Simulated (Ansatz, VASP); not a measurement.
**One calculation of AlB2As3, two programs**

```
CELL_PARAMETERS angstrom
3.57918 0.00000 0.00000
-1.78959 3.09966 0.00000
0.00000 0.00000 18.25390
ATOMIC_POSITIONS crystal
Al 0.33333 0.66667 0.00187
Al 0.66667 0.33333 0.50187
B 0.33333 0.66667 0.32760
B 0.33333 0.66667 0.67534
B 0.66667 0.33333 0.17534
B 0.66667 0.33333 0.82760
As 0.33333 0.66667 0.13816
As 0.33333 0.66667 0.44205
As 0.33333 0.66667 0.79098
As 0.66667 0.33333 0.29098
As 0.66667 0.33333 0.63816
As 0.66667 0.33333 0.94205
```

Alike in both runs: functional PBE; k mesh 12 × 12 × 2; occupations gaussian, width 0.01 eV; no spin polarisation.

Ansatz relaxed the structure, and its values are those at the end. VASP's run is a single point on that final structure, the one shown.

|  | VASP | Ansatz |
| --- | --- | --- |
| version | VASP 6.6.1 | Ansatz 0.2.0 |
| potentials or method | VASP PAW PBE potentials, release 64 (Al, B, As), cutoff 520 eV | scalar-relativistic, plane waves, PAW |
| valence electrons in the cell | 48 | 108 |

VASP gave:

```
gap on the k mesh at the Fermi level (eV) : 0.13
least direct gap on the mesh (eV)         : 0.41
pressure (GPa)                            : 0.3
rms of the force components (eV/Å)        : 0.009
```

Estimate Ansatz's values.

gap on the k mesh at the Fermi level (eV): 0.15; least direct gap on the mesh (eV): 0.41; pressure (GPa): 0.0; rms of the force components (eV/Å): 0.002.

The functional is the same, so the differences come from potentials, cutoffs and numerics. VASP's potentials hold 48 valence electrons a cell and Ansatz's 108, so a difference there can come from the potentials and not from the codes.
